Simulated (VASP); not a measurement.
# SiO2 (P4_2/mnm) in VASP: single point with PBEsol

Aim: the single point of SiO2 with PBEsol.

Program: VASP 6.6.1. These are calculated values, not measurements. Logs are shortened: lines on timing, memory, paths and dates and some standing lists are left out, and cuts for length are marked.

## (1) The cell of the first run

The structure is tetragonal, space group P4_2/mnm (No. 136). Conventional cell: a = 4.177 Å, b = 4.177 Å, c = 2.665 Å, α = 90.00°, β = 90.00°, γ = 90.00°. Within 2.3 Å of Si (site symmetry mmm) lie 6 O at 1.76 to 1.81 Å. Within 2.3 Å of O (site symmetry m2m) lie 3 Si at 1.76 to 1.81 Å and 1 O at 2.29 Å.

## (2) Single point, PBEsol

Contents of INCAR:

```
PREC     = Accurate       # precision mode
ENCUT    = 600            # plane-wave cutoff, eV
EDIFF    = 1E-6           # SCF threshold, eV
ISMEAR   = -1             # smearing method
SIGMA    = 0.02           # smearing width, eV
LREAL    = False          # projectors in reciprocal space
LASPH    = True           # aspherical terms in the spheres
NELM     = 120            # most SCF steps
ALGO     = Normal         # electronic algorithm
ISIF     = 2              # what is computed and relaxed
LWAVE    = False          # write WAVECAR
LCHARG   = False          # write CHGCAR
GGA      = PS             # functional
NBANDS   = 44             # bands
GGA_COMPAT= False
```

Contents of KPOINTS:

```
Automatic mesh
0
Gamma
  4 4 2
```

Contents of POSCAR:

```
SiO2
1.0
    4.1773000000      0.0000000000      0.0000000000
    0.0000000000      4.1773000000      0.0000000000
    0.0000000000      0.0000000000      5.3304000000
Si O
4 8
Direct
    0.0000000000      0.0000000000      0.0000000000
    0.5000000000      0.5000000000      0.2500000000
    0.0000000000      0.0000000000      0.5000000000
    0.5000000000      0.5000000000      0.7500000000
    0.3059000000      0.3059000000      0.0000000000
    0.1941000000      0.8059000000      0.2500000000
    0.6941000000      0.6941000000      0.0000000000
    0.8059000000      0.1941000000      0.2500000000
    0.3059000000      0.3059000000      0.5000000000
    0.1941000000      0.8059000000      0.7500000000
    0.6941000000      0.6941000000      0.5000000000
    0.8059000000      0.1941000000      0.7500000000
```

Potentials or basis: VASP PAW PBE potentials, release 64 (Si, O).

Launch:

```console
$ cat potpaw_PBE.64/Si/POTCAR potpaw_PBE.64/O/POTCAR > POTCAR
$ mpirun -np 1 vasp_std > vasp.out
```

OUTCAR:

```text
PREC = Accurate
   ENCUT = 600
   EDIFF = 1E-6
   ISMEAR = -1
   LREAL = False
   LASPH = True
   NELM = 120
   ISIF = 2
   GGA = PS

 ion  position               nearest neighbor table
   1  0.000  0.000  0.000-   6 1.76   8 1.76  10 1.76  12 1.76   7 1.81   5 1.81   3 2.67   3 2.67

   2  0.500  0.500  0.250-   5 1.76   7 1.76   9 1.76  11 1.76   6 1.81   8 1.81   4 2.67   4 2.67

   3  0.000  0.000  0.500-   6 1.76   8 1.76  10 1.76  12 1.76  11 1.81   9 1.81   1 2.67   1 2.67

   4  0.500  0.500  0.750-   5 1.76   7 1.76   9 1.76  11 1.76  10 1.81  12 1.81   2 2.67   2 2.67

   5  0.306  0.306  0.000-   2 1.76   4 1.76   1 1.81
   6  0.194  0.806  0.250-   1 1.76   3 1.76   2 1.81
   7  0.694  0.694  0.000-   2 1.76   4 1.76   1 1.81
   8  0.806  0.194  0.250-   1 1.76   3 1.76   2 1.81
   9  0.306  0.306  0.500-   2 1.76   4 1.76   3 1.81
  10  0.194  0.806  0.750-   1 1.76   3 1.76   4 1.81
  11  0.694  0.694  0.500-   2 1.76   4 1.76   3 1.81
  12  0.806  0.194  0.750-   1 1.76   3 1.76   4 1.81

  LATTYP: Found a simple tetragonal cell.
 ALAT       =     4.1773000000
 C/A-ratio  =     1.2760395471

  Lattice vectors:

 A1 = (   4.1773000000,   0.0000000000,   0.0000000000)
 A2 = (   0.0000000000,   4.1773000000,   0.0000000000)
 A3 = (   0.0000000000,   0.0000000000,   5.3304000000)

Analysis of symmetry for initial positions (statically):
=====================================================================
 Subroutine PRICEL returns following result:

  LATTYP: Found a simple tetragonal cell.
 ALAT       =     4.1773000000
 C/A-ratio  =     0.6380197735

  Lattice vectors:

 A1 = (   4.1773000000,   0.0000000000,   0.0000000000)
 A2 = (   0.0000000000,   4.1773000000,   0.0000000000)
 A3 = (   0.0000000000,   0.0000000000,   2.6652000000)

   2 primitive cells build up your supercell.

 Routine SETGRP: Setting up the symmetry group for a
 simple tetragonal supercell.

 Subroutine GETGRP returns: Found 16 space group operations
 (whereof  8 operations were pure point group operations)
 out of a pool of 16 trial point group operations.

The static configuration has the point symmetry D_2h.
 The point group associated with its full space group is D_4h.

Analysis of symmetry for dynamics (positions and initial velocities):
=====================================================================
 Subroutine PRICEL returns following result:

  LATTYP: Found a simple tetragonal cell.
 ALAT       =     4.1773000000
 C/A-ratio  =     0.6380197735

  Lattice vectors:

 A1 = (   4.1773000000,   0.0000000000,   0.0000000000)
 A2 = (   0.0000000000,   4.1773000000,   0.0000000000)
 A3 = (   0.0000000000,   0.0000000000,   2.6652000000)

   2 primitive cells build up your supercell.

 Routine SETGRP: Setting up the symmetry group for a
 simple tetragonal supercell.

 Subroutine GETGRP returns: Found 16 space group operations
 (whereof  8 operations were pure point group operations)
 out of a pool of 16 trial point group operations.

The dynamic configuration has the point symmetry D_2h.
 The point group associated with its full space group is D_4h.

 Subroutine INISYM returns: Found 16 space group operations
 (whereof  8 operations are pure point group operations),
 and found     2 'primitive' translations

----------------------------------------------------------------------------------------

                                     Primitive cell

  volume of cell :      46.5073

  direct lattice vectors                    reciprocal lattice vectors
     4.177300000  0.000000000  0.000000000     0.239389079  0.000000000  0.000000000
     0.000000000  4.177300000  0.000000000     0.000000000  0.239389079  0.000000000
     0.000000000  0.000000000  2.665200000     0.000000000  0.000000000  0.375206363

  length of vectors
     4.177300000  4.177300000  2.665200000     0.239389079  0.239389079  0.375206363

  position of ions in fractional coordinates (direct lattice)
     0.000000000  0.000000000  0.000000000
     0.500000000  0.500000000  0.500000000
     0.305900000  0.305900000  0.000000000
     0.194100000  0.805900000  0.500000000
     0.694100000  0.694100000  0.000000000
     0.805900000  0.194100000  0.500000000

  ion indices of the primitive-cell ions
   primitive index   ion index
                 1           1
                 2           2
                 3           5
                 4           6
                 5           7
                 6           8

----------------------------------------------------------------------------------------

 KPOINTS: Automatic mesh

Automatic generation of k-mesh.
 Grid dimensions read from file:
 generate k-points for:    4    4    2

 Generating k-lattice:

  Cartesian coordinates                     Fractional coordinates (reciprocal lattice)
     0.059847270  0.000000000  0.000000000     0.250000000  0.000000000  0.000000000
     0.000000000  0.059847270  0.000000000     0.000000000  0.250000000  0.000000000
     0.000000000  0.000000000  0.093801591     0.000000000  0.000000000  0.500000000

  Length of vectors
     0.059847270  0.059847270  0.093801591

  Shift w.r.t. Gamma in fractional coordinates (k-lattice)
     0.000000000  0.000000000  0.000000000

 Subroutine IBZKPT returns following result:
 ===========================================

 Found     12 irreducible k-points:

 Following reciprocal coordinates:
            Coordinates               Weight
  0.000000  0.000000  0.000000      1.000000
  0.250000  0.000000  0.000000      4.000000
  0.500000  0.000000  0.000000      2.000000
  0.250000  0.250000  0.000000      4.000000
  0.500000  0.250000  0.000000      4.000000
  0.500000  0.500000  0.000000      1.000000
  0.000000  0.000000  0.500000      1.000000
  0.250000  0.000000  0.500000      4.000000
  0.500000  0.000000  0.500000      2.000000
  0.250000  0.250000  0.500000      4.000000
  0.500000  0.250000  0.500000      4.000000
  0.500000  0.500000  0.500000      1.000000
   k-points           NKPTS =     12   k-points in BZ     NKDIM =     12   number of bands    NBANDS=     44
   number of dos      NEDOS =    301   number of ions     NIONS =     12
   total plane-waves  NPLWV =  62208
   dimension x,y,z NGX =    36 NGY =   36 NGZ =   48
   dimension x,y,z NGXF=    72 NGYF=   72 NGZF=   96
   ions per type =               4   8
   NGX,Y,Z   is equivalent  to a cutoff of  14.33, 14.33, 14.97 a.u.
   NGXF,Y,Z  is equivalent  to a cutoff of  28.65, 28.65, 29.94 a.u.
 SYSTEM =  unknown system
   PREC   = accura    normal or accurate (medium, high low for compatibility)
   ISTART =      0    job   : 0-new  1-cont  2-samecut
   ICHARG =      2    charge: 1-file 2-atom 10-const
   ISPIN  =      1    spin polarized calculation?
   LNONCOLLINEAR =      F non collinear calculations
   LSORBIT =      F    spin-orbit coupling
   LASPH  =      T    aspherical Exc in radial PAW
   ENCUT  =  600.0 eV  44.10 Ry    6.64 a.u.   8.34  8.34 10.65*2*pi/ulx,y,z
   NELM   =    120;   NELMIN=  2; NELMDL= -5     # of ELM steps
   EDIFF  = 0.1E-05   stopping-criterion for ELM
   LREAL  =      F    real-space projection
   EDIFFG = 0.1E-04   stopping-criterion for IOM
   NSW    =      0    number of steps for IOM
   IBRION =     -1    ionic relax: 0-MD 1-quasi-New 2-CG
   NFREE  =      0    steps in history (QN), initial steepest desc. (CG)
   ISIF   =      2    stress and relaxation
   ISYM   =      2    0-nonsym 1-usesym 2-fastsym
   POTIM  = 0.5000    time-step for ionic-motion
   TEBEG  =    0.0;   TEEND  =   0.0 temperature during run
   PSTRESS=    0.0 pullay stress
   NELECT =      64.0000    total number of electrons
   NUPDOWN=      -1.0000    fix difference up-down
   EMIN   =  10.00;   EMAX   =-10.00  energy-range for DOS
   EFERMI =   0.00;   METHOD = LEGACY
   ISMEAR =    -1;   SIGMA  =   0.02  broadening in eV -4-tet -1-fermi 0-gaus
   EFERMI_NEDOS =   21; number of points for ismear=-14 and -15
   IALGO  =     38    algorithm
   IMIX   =      4    mixing-type and parameters
     AMIX     =   0.40;   BMIX     =  1.00
     AMIX_MAG =   1.60;   BMIX_MAG =  1.00
  volume/ion in A,a.u.               =       7.75        52.31
  Fermi-wavevector in a.u.,A,eV,Ry     =   1.445277  2.731178 28.420200  2.088826
  Thomas-Fermi vector in A             =   2.563477
   LORBIT       =      0    0 simple, 1 ext, 2 COOP (PROOUT), +10 PAW based schemes
   GGA     = PS    functional components
   LHFCALC =     F    Hartree Fock is set to
   AEXX    =    0.0000 exact exchange contribution
   IVDW    =     0    specifies the selected vdW correction
   LEPSILON=     F    determine dielectric tensor
   LRPA    =     F    only Hartree local field effects (RPA)
 non-spin polarized calculation
  energy-cutoff  :      600.00
  volume of cell :       93.01
 maximum number of plane-waves:      3126
 NGX is ok and might be reduce to    36
   NGX = 17   NGY = 17   NGZ = 21

 number of electron      64.0000003 magnetization

 Free energy of the ion-electron system (eV)
  ---------------------------------------------------
  ext. energy  EPLUGINS =         0.00000000
  ---------------------------------------------------
  free energy    TOTEN  =       -97.94328633 eV

  energy without entropy =      -97.94328633  energy(sigma->0) =      -97.94328633

 E-fermi :   8.6626     XC(G=0): -12.5352

 val. band max:        8.1885002532   @ k =   0.0000   0.0000   0.0000
 cond. band min:      13.7806816520   @ k =   0.0000   0.0000   0.0000
 fundamental gap:      5.5921813989
 Fermi energy:         8.6626165893

 k-point     1 :       0.0000    0.0000    0.0000
  band No.  band energies     occupation
      1     -14.4017      2.00000
      2     -11.6672      2.00000
      3     -11.6672      2.00000
      4     -10.7077      2.00000
      5     -10.7077      2.00000
      6     -10.4669      2.00000
[... 36 lines left out ...]
     43      20.8519      0.00000
     44      20.8553      0.00000

 k-point     2 :       0.2500    0.0000    0.0000
  band No.  band energies     occupation
      1     -14.0733      2.00000
      2     -11.8352      2.00000
      3     -11.5439      2.00000
      4     -11.5439      2.00000
      5     -10.5437      2.00000
      6     -10.0135      2.00000
[... 36 lines left out ...]
     43      20.6110      0.00000
     44      20.6267      0.00000

 k-point     3 :       0.5000    0.0000    0.0000
  band No.  band energies     occupation
      1     -13.1467      2.00000
      2     -13.1467      2.00000
      3     -11.3918      2.00000
      4     -11.3918      2.00000
      5     -10.1770      2.00000
      6     -10.1770      2.00000
[... 412 lines left out ...]
     43      19.8784      0.00000
     44      19.8784      0.00000

 k-point    12 :       0.5000    0.5000    0.5000
  band No.  band energies     occupation
      1     -12.0386      2.00000
      2     -12.0386      2.00000
      3     -12.0386      2.00000
      4     -12.0386      2.00000
      5     -10.6418      2.00000
      6     -10.6418      2.00000
[... 36 lines left out ...]
     43      20.6271      0.00000
     44      20.6271      0.00000

------------------------ aborting loop because EDIFF is reached ----------------------------------------

  FORCE on cell =-STRESS in cart. coord.  units (eV):
  Direction    XX          YY          ZZ          XY          YZ          ZX
  --------------------------------------------------------------------------------------
  -------------------------------------------------------------------------------------
  Total        2.1416490      2.1416490      3.8578512      0.0000000      0.0000000      0.0000000
  in kB       36.8899220     36.8899220     66.4515199      0.0000000      0.0000000      0.0000000
  external PRESSURE =      46.7437880 kB  Pullay stress =       0.0000000 kB

 VOLUME and BASIS-vectors are now :
 -----------------------------------------------------------------------------
  energy-cutoff  :      600.00
  volume of cell :       93.01
      direct lattice vectors                 reciprocal lattice vectors
     4.177300000  0.000000000  0.000000000     0.239389079  0.000000000  0.000000000
     0.000000000  4.177300000  0.000000000     0.000000000  0.239389079  0.000000000
     0.000000000  0.000000000  5.330400000     0.000000000  0.000000000  0.187603182

 POSITION                                       TOTAL-FORCE (eV/Angst)
 -----------------------------------------------------------------------------------
      0.00000      0.00000      0.00000         0.000000      0.000000     -0.000000
      2.08865      2.08865      1.33260         0.000000      0.000000     -0.000000
      0.00000      0.00000      2.66520         0.000000      0.000000     -0.000000
      2.08865      2.08865      3.99780         0.000000      0.000000     -0.000000
      1.27784      1.27784      0.00000        -0.063204     -0.063204      0.000000
      0.81081      3.36649      1.33260         0.063204     -0.063204     -0.000000
      2.89946      2.89946      0.00000         0.063204      0.063204      0.000000
      3.36649      0.81081      1.33260        -0.063204      0.063204      0.000000
      1.27784      1.27784      2.66520        -0.063204     -0.063204     -0.000000
      0.81081      3.36649      3.99780         0.063204     -0.063204      0.000000
      2.89946      2.89946      2.66520         0.063204      0.063204      0.000000
      3.36649      0.81081      3.99780        -0.063204      0.063204      0.000000
 -----------------------------------------------------------------------------------
    total drift:                               -0.000000      0.000000     -0.000000

  FREE ENERGIE OF THE ION-ELECTRON SYSTEM (eV)
  ---------------------------------------------------
  free  energy   TOTEN  =       -97.9432863344 eV

  energy  without entropy=      -97.9432863344  energy(sigma->0) =      -97.94328633
```

Wall time 1.7 min (1 thread of AMD EPYC 7R43 (Zen 3), shared host); peak memory 0.2 GiB.

Results:

```
Free energy            : -97.9433 eV
Pressure               : 4.7 GPa
Largest force          : 0.089 eV/Å
Band gap on the k mesh : 5.59 eV
```

Forces in eV/Å, atoms in the order of the input:
```
Si   0.000  0.000  0.000
Si   0.000  0.000  0.000
Si   0.000  0.000  0.000
Si   0.000  0.000  0.000
O   -0.063 -0.063  0.000
O    0.063 -0.063  0.000
O    0.063  0.063  0.000
O   -0.063  0.063  0.000
O   -0.063 -0.063  0.000
O    0.063 -0.063  0.000
O    0.063  0.063  0.000
O   -0.063  0.063  0.000
```

Stress tensor (GPa, compression positive):
```
3.69 0.00 0.00
0.00 3.69 0.00
0.00 0.00 6.65
```

Levels at points of the mesh, in eV from the valence-band top:
```tsv
k point	band 29	band 30	band 31	band 32	band 33	band 34	band 35	band 36
(0.00, 0.00, 0.00)	-2.53	-0.89	-0.89	0.00	5.59	6.54	8.36	8.36
(0.50, 0.00, 0.00)	-1.79	-1.79	-1.09	-1.09	7.68	7.68	8.70	8.70
(0.50, 0.50, 0.00)	-1.79	-1.79	-1.58	-1.58	7.11	7.11	7.36	7.36
(0.00, 0.00, 0.50)	-1.54	-1.54	-0.81	-0.81	7.46	7.46	9.78	9.78
(0.50, 0.00, 0.50)	-1.46	-1.46	-1.46	-1.46	9.03	9.03	9.03	9.03
(0.50, 0.50, 0.50)	-1.74	-1.74	-1.74	-1.74	8.09	8.09	8.09	8.09
```

Caveat: the k points lie up to 0.59 Å⁻¹ apart; the PAW data sets were made with another functional, which shifts forces and pressure a little.
